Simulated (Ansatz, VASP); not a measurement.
## Ta: VASP beside Ansatz

```
Ta
1.0
    -1.44253    1.44253    2.16379
     1.44253   -1.44253    2.16379
     1.44253    1.44253   -2.16379
Ta
1
Direct
  0.00000 0.00000 0.00000
```

Alike in both runs: task single point; functional PBEsol; k mesh 22 × 22 × 22; occupations gaussian, width 0.15 eV; no spin polarisation.

|  | VASP | Ansatz |
| --- | --- | --- |
| version | VASP 6.6.1 | Ansatz 0.2.0 |
| potentials or method | VASP PAW PBE potentials, release 64 (Ta_pv), cutoff 520 eV | scalar-relativistic, plane waves, PAW |
| valence electrons in the cell | 11 | 13 |

Ansatz gave:

* gap on the k mesh at the Fermi level (eV): none
* pressure (GPa): 1.6
* traceless stress, the component that is largest in VASP (GPa): 5.38

Q: Estimate VASP's values.

A: gap on the k mesh at the Fermi level (eV): none; pressure (GPa): 1.7; traceless stress, the component that is largest in VASP (GPa): 5.36.

VASP's potentials were made for PBE, not for PBEsol. A gap of «none» marks a metal or a gap that the smearing closes. With one functional, cell and mesh, what is left measures potentials, basis and numerics. VASP's potentials hold 11 valence electrons a cell and Ansatz's 13, so a difference there can come from the potentials and not from the codes.

Spin-orbit coupling is off throughout.
